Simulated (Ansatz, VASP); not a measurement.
N: VASP beside Ansatz

The input POSCAR:

```
N
1.0
    4.0840619700      0.0000000000      0.0000000000
    0.0000000000      4.0840619700      0.0000000000
    0.0000000000      0.0000000000      5.3459132500
N
4
Direct
    0.4042752000      0.5957248000      0.5000000000
    0.0957248000      0.0957248000      0.0000000000
    0.5957248000      0.4042752000      0.5000000000
    0.9042752000      0.9042752000      0.0000000000
```

The input INCAR.step1:

```
SYSTEM = N
PREC = Accurate ; ENCUT = 520
EDIFF = 1E-5 ; ISMEAR = -1
SIGMA = 0.05 ; LREAL = .False.
LASPH = .True. ; NELM = 100
ALGO = Normal ; ISIF = 2
LWAVE = .True. ; LCHARG = .False.
GGA = PE ; NBANDS = 18
```

Contents of INCAR.step2:

```
SYSTEM = N
PREC = Accurate ; ENCUT = 520
EDIFF = 1E-6 ; ISMEAR = -1
SIGMA = 0.05 ; LREAL = .False.
LASPH = .True. ; NELM = 100
ALGO = Normal ; ISIF = 2
LWAVE = .False. ; LCHARG = .False.
GGA = PE ; LHFCALC = .True.
AEXX = 0.25 ; HFSCREEN = 0.15
PRECFOCK = Normal ; ISTART = 1
NBANDS = 18
```

The input KPOINTS:

```
regular mesh
0
Gamma
  4 4 3
  0 0 0
```

The input input.yaml:

```yaml
crystal:
  lattice:
    - [4.08406197, 0.0, 0.0]
    - [0.0, 4.08406197, 0.0]
    - [0.0, 0.0, 5.34591325]
  atoms:
    - { symbol: "N", position: [0.4042752, 0.5957248, 0.5] }
    - { symbol: "N", position: [0.0957248, 0.0957248, 0.0] }
    - { symbol: "N", position: [0.5957248, 0.4042752, 0.5] }
    - { symbol: "N", position: [0.9042752, 0.9042752, 0.0] }
hamiltonian:
  xc:
    exchange: pbe
    correlation: pbe
    exx: { coeff: 0.25, omega: 0.15 }
  pseudopotentials: { kind: paw }
kpoints:
  mp_grid: { grid: [4, 4, 3] }
scf:
  occupations: { method: fermi_dirac, width: 0.05 }
output:
  forces: true
  stress: true
  eigenvalues: true
  write_density: true
  write_potential: true
  elf: true
  volumetric_format: npy
```

Alike in both runs: task single point; functional PBE-based screened hybrid; k mesh 4 × 4 × 3; occupations fermi-dirac, width 0.05 eV; no spin polarisation.

|  | VASP | Ansatz |
| --- | --- | --- |
| version | VASP 6.6.1 | Ansatz 0.2.0 |
| potentials or method | VASP PAW PBE potentials, release 64 (N) | Ansatz PAW |
| plane-wave cutoff (eV) | 520 | 420 |
| valence electrons in the cell | 20 | 20 |

VASP gave:

- gap on the k mesh at the Fermi level (eV): 9.37
- least direct gap on the mesh (eV): 9.58
- pressure (GPa): -0.6
- traceless stress, the component that is largest in VASP (GPa): 0.84
- rms of the force components (eV/Å): 0.356

Estimate Ansatz's values.

gap on the k mesh at the Fermi level (eV): 9.44; least direct gap on the mesh (eV): 9.65; pressure (GPa): -2.9; traceless stress, the component that is largest in VASP (GPa): 3.43; rms of the force components (eV/Å): 1.501.

VASP's potentials were made for PBE, not for PBE-based screened hybrid. Atom by atom the forces differ by 1.146 eV/Å (rms over components). One of these differences is far larger than is usual between the two programs; its cause wasn't traced. The functional is the same, so the differences come from potentials, cutoffs and numerics.

Noted on VASP's run: the standard files for N, O and F lose accuracy on very short bonds. Noted on Ansatz's run: odd divisions of the mesh miss points on the zone boundary, where band edges often lie, so the gap on the mesh can be too wide.
